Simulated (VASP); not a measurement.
## Ru: single point with PBE

Crystal: Ru.

```xyz
3
Lattice="4.1110 0.0000 0.0000 -2.0555 3.5602 0.0000 0.0000 0.0000 2.5596" Properties=species:S:1:pos:R:3 pbc="T T T"
Ru    0.0000    0.0000    0.0000
Ru    0.0000    2.3735    1.2798
Ru    2.0555    1.1867    1.2798
```

```json
{"Program": "VASP 6.6.1", "Task": "single point", "Functional": "PBE", "Potentials or basis": "VASP PAW PBE potentials, release 64 (Ru_pv)", "Cutoff": "520 eV", "k mesh": "9 × 9 × 12", "Occupations": "fermi-dirac, width 0.1 eV", "Spin": "no spin polarisation", "Dipole correction": "no", "Further INCAR settings": "ALGO = Normal; EDIFF = 1e-06; NBANDS = 28"}
```

| Property | Result |
| --- | --- |
| Pressure | 48.2 GPa |
| Band gap on the k mesh | zero (band 21 reaches 15.98 eV, above the bottom of band 22 at 13.14 eV) |

Stress tensor (GPa, compression positive):
```
48.34  0.00  0.00
 0.00 48.34  0.00
 0.00  0.00 48.03
```

Levels at points of the mesh, in eV from the Fermi level:
```
           k point  band 18  band 19  band 20  band 21  band 22  band 23  band 24  band 25
(0.00, 0.00, 0.00)    -2.52    -2.52    -1.63    -1.63    -1.52    -1.52     2.00     2.00
(0.00, 0.00, 0.50)    -2.39    -2.39     0.76     0.76     1.56     1.56     2.94     4.11
```

Wall time 52 s on 1 thread of Intel Xeon 6975P-C (shared host), peak memory 0.2 GiB.
